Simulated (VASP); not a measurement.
A run of VASP 6.6.1 is set up as follows.

INCAR

```
PREC = Accurate
ENCUT = 520
EDIFF = 1E-6
ISMEAR = -1
SIGMA = 0.02
LREAL = False
LASPH = True
NELM = 100
ALGO = Normal
ISIF = 2
LWAVE = False
LCHARG = True
GGA = PS
LELF = True
LVHAR = True
NBANDS = 28
```

File KPOINTS:

```
regular mesh
0
Gamma
  6 6 6
```

File POSCAR:

```
BaTiO3
1.0
    3.9496487483      0.0000000000      0.0000000000
    0.0000000000      2.8283137472      2.8393177394
    0.0000000000     -2.8283137472      2.8393177394
Ba Ti O
1 1 3
Direct
    0.0000000000      0.0036852915      0.0036852915
    0.5000000000      0.5165361043      0.5165361043
    0.5000000000      0.9813991526      0.4903055133
    0.5000000000      0.4903055133      0.9813991526
    0.0000000000      0.4879739383      0.4879739383
```

Potentials or basis: VASP PAW PBE potentials, release 64 (Ba_sv, Ti_sv, O).

Run with:

```console
$ cat potpaw_PBE.64/Ba_sv/POTCAR potpaw_PBE.64/Ti_sv/POTCAR potpaw_PBE.64/O/POTCAR > POTCAR
$ mpirun -np 1 vasp_std > vasp.out
```

Task: Estimate the band gap on the k mesh.

Result: 2.09 eV (least direct gap 2.44 eV).

Task: What does it give for the largest force?

Result: 0.057 eV/Å.

Stress tensor (GPa, compression positive):
```
1.91 0.00 0.00
0.00 1.99 0.00
0.00 0.00 1.91
```

Caveat: the PAW data sets were made with another functional, which shifts forces and pressure a little; spin-orbit coupling is left out, which moves the levels of the heavy elements. A k mesh can miss the band edges.
